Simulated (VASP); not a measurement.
Runs of VASP 6.6.1 on Ti. The structure is that of space group P6_3/mmc (No. 194), or close to it. The cells are those of the table. 

| task | cell | k mesh | cutoff (eV) | smearing | gap on the mesh (eV) | pressure (GPa) | relaxed volume (Å³/atom) |
| --- | --- | --- | --- | --- | --- | --- | --- |
| relaxation of cell and atoms | relaxed from a = 2.950, b = 2.950, c = 4.680 Å, angles 90.0, 90.0, 120.0°, 2 atoms | 18 × 18 × 10 | 600 | gaussian 0.1 eV | none | 0.0 | (b) |
| single point | a = 2.900, b = 2.900, c = 4.591 Å, angles 90.0, 90.0, 120.0°, 2 atoms | 18 × 18 × 10 | 520 | gaussian 0.1 eV | none | -0.4 | - |
| relaxation of cell and atoms | relaxed from a = 2.900, b = 2.900, c = 4.591 Å, angles 90.0, 90.0, 120.0°, 2 atoms | 18 × 18 × 10 | 600 | fermi-dirac 0.15 eV | none | 0.0 | 16.75 |
| single point | a = 2.902, b = 2.902, c = 4.602 Å, angles 90.0, 90.0, 120.0°, 2 atoms | 18 × 18 × 10 | 520 | fermi-dirac 0.15 eV | none | (a) | - |
| single point | a = 2.950, b = 2.950, c = 4.680 Å, angles 90.0, 90.0, 120.0°, 2 atoms | 9 × 9 × 4 | 520 | gaussian 0.1 eV | none | -6.4 | - |

Alike in all rows: level PBEsol; potentials or basis VASP PAW PBE potentials, release 64 (Ti_sv); no spin polarisation.

**Question.** Fill in the values left out.

**Answer.** (a) -0.3; (b) 16.68.

Caveats: the PAW data sets were made with another functional, which shifts forces and pressure a little.

A gap of «none» marks levels without a gap at the run's occupations.
